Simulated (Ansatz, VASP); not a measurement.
# Two plane-wave programs on WSe2

File INCAR:

```
ALGO = Normal
DIPOL = 0.5 0.5 0.397
EDIFF = 1E-6
ENCUT = 520
GGA = PE
IDIPOL = 3
ISIF = 2
ISMEAR = 0
IVDW = 12
LASPH = True
LCHARG = False
LDIPOL = True
LREAL = False
LWAVE = False
NBANDS = 35
NELM = 80
PREC = Accurate
SIGMA = 0.05
```

Contents of KPOINTS:

```
k-points
0
Gamma
  9 9 1
```

POSCAR

```
WSe2
1.0
    3.2854926884      0.0000000000      0.0000000000
   -1.6427463442      2.8453201321      0.0000000000
    0.0000000000      0.0000000000     24.2386466672
Se W
4 2
Direct
    0.3333333333      0.6666666667      0.1856539295
    0.3333333333      0.6666666667      0.3246601777
    0.5000000000      1.0000000000      0.4694702427
    0.5000000000      1.0000000000      0.6084764909
    0.6666666667      0.3333333333      0.2551570536
    0.8333333333      0.6666666667      0.5389733668
```

Input for Ansatz:

```yaml
crystal:
  lattice:
    - [3.2854926884, 0.0, 0.0]
    - [-1.6427463442, 2.8453201321, 0.0]
    - [0.0, 0.0, 24.2386466672]
  atoms:
    - { symbol: Se, position: [0.3333333333, 0.6666666667, 0.1856539295] }
    - { symbol: W, position: [0.6666666667, 0.3333333333, 0.2551570536] }
    - { symbol: Se, position: [0.3333333333, 0.6666666667, 0.3246601777] }
    - { symbol: Se, position: [0.5, 1.0, 0.4694702427] }
    - { symbol: W, position: [0.8333333333, 0.6666666667, 0.5389733668] }
    - { symbol: Se, position: [0.5, 1.0, 0.6084764909] }
basis:
  ecutwfc: 420
kpoints:
  mp_grid: { grid: [9, 9, 1] }
hamiltonian:
  xc: pbe
  pseudopotentials: { kind: paw, azcp: { folder: soft_1 } }
  dispersion: d3bj
scf:
  occupations: { method: gaussian, width: 0.05 }
output:
  forces: true
  eigenvalues: true
efield:
  axis: 3
  dipole_correction: true
  ramp_width: 0.04
```

Alike in both runs: task single point; functional PBE; dispersion D3(BJ); k mesh 9 × 9 × 1; occupations gaussian, width 0.05 eV; no spin polarisation.

```csv
,VASP,Ansatz
version,VASP 6.6.1,Ansatz 0.2.0
potentials or method,"VASP PAW PBE potentials, release 64 (Se, W_sv), cutoff 520 eV","scalar-relativistic, plane waves, PAW"
valence electrons in the cell,52,92
```

```tsv
	VASP	Ansatz	Ansatz less VASP
gap on the k mesh at the Fermi level (eV)	1.53	1.53	-0.001
least direct gap on the mesh (eV)	1.64	1.65	+0.004
rms of the force components (eV/Å)	0.029	0.019	-0.0108
```

VASP's potentials hold 52 valence electrons a cell and Ansatz's 92, so a difference there can come from the potentials and not from the codes.

Neither program's run includes spin-orbit coupling.
